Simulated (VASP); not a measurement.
PbS (zincblende type): relaxation of cell and atoms with PBE

Crystal: PbS (zincblende type).

```
CELL_PARAMETERS angstrom
0.00000 2.86960 2.86960
2.86960 0.00000 2.86960
2.86960 2.86960 0.00000
ATOMIC_POSITIONS crystal
Pb 0.00000 0.00000 0.00000
S 0.25000 0.25000 0.25000
```

| Property | Result |
| --- | --- |
| Program | VASP 6.6.1 |
| Task | relaxation of cell and atoms |
| Functional | PBE |
| Potentials or basis | VASP PAW PBE potentials, release 64 (Pb_d, S) |
| Cutoff | 600 eV |
| k mesh | 12 × 12 × 12 |
| Occupations | fermi-dirac, width 0.08 eV |
| Spin | no spin polarisation |
| Target pressure | 22 GPa |
| Dipole correction | no |
| Further INCAR settings | ALGO = Normal; EDIFF = 1e-06; IBRION = 2; EDIFFG = -0.005; NSW = 60; ISIF = 3 |

```yaml
Relaxed_volume: 26.45 Å³/atom
Relaxed_cell: a = 4.214 Å, b = 4.214 Å, c = 4.214 Å, α = 60.00°, β = 60.00°, γ = 60.00°
Space_group_after_relaxing_to_0.1_Å: F-43m (No. 216)
Energy_change_on_relaxing_the_run_minimises_the_enthalpy: -502.9 meV/atom
Ionic_steps: 16
Pressure_after_relaxing: 22.0 GPa
Band_gap_on_the_k_mesh: zero (bands 10 and 11 overlap by 0.28 eV)
```

Step by step:
```csv
step,energy change (eV),largest force (eV/Å),pressure (GPa),volume (Å³)
1,0.0000,0.0000,36.04,47.26
2,-1.8704,0.0000,7.45,62.88
3,-1.0413,0.0000,21.48,53.17
4,-1.0078,0.0000,21.97,52.92
5,-0.9916,0.0000,22.21,52.81
6,-0.9921,0.0000,22.24,52.81
7,-0.9937,0.0000,22.18,52.82
8,-0.9937,0.0000,22.18,52.82
9,-0.9938,0.0000,22.18,52.82
10,-0.9939,0.0000,22.18,52.82
11,-0.9940,0.0000,22.19,52.82
12,-0.9944,0.0000,22.19,52.83
13,-0.9952,0.0000,22.16,52.83
14,-0.9967,0.0000,22.14,52.84
15,-0.9998,0.0000,22.10,52.86
16,-1.0059,0.0000,22.03,52.91
```

Final structure:
```
CELL_PARAMETERS angstrom
0.00000 2.97966 2.97966
2.97966 0.00000 2.97966
2.97966 2.97966 0.00000
ATOMIC_POSITIONS crystal
Pb 0.00000 0.00000 0.00000
S 0.25000 0.25000 0.25000
```

Levels at points of the mesh, in eV from the Fermi level:
| k point | band 8 | band 9 | band 10 | band 11 | band 12 | band 13 |
| --- | --- | --- | --- | --- | --- | --- |
| (0.00, 0.00, 0.00) | -2.90 | -2.90 | -2.90 | 2.04 | 2.04 | 2.04 |
| (0.50, 0.00, 0.00) | -3.70 | -3.70 | -2.53 | 2.91 | 2.91 | 3.99 |
| (0.50, 0.50, 0.00) | -4.78 | -4.78 | -0.83 | -0.20 | 5.80 | 6.21 |

It took 9.2 min on 1 thread of Intel Xeon 8259CL, with other jobs on the host, peak memory 0.23 GiB.

Caveat: the cell is relaxed towards a set pressure, so the run minimises the enthalpy, not the energy; semilocal functionals underestimate gaps, and a narrow one can read as zero; spin-orbit coupling is left out, which moves the levels of the heavy elements.
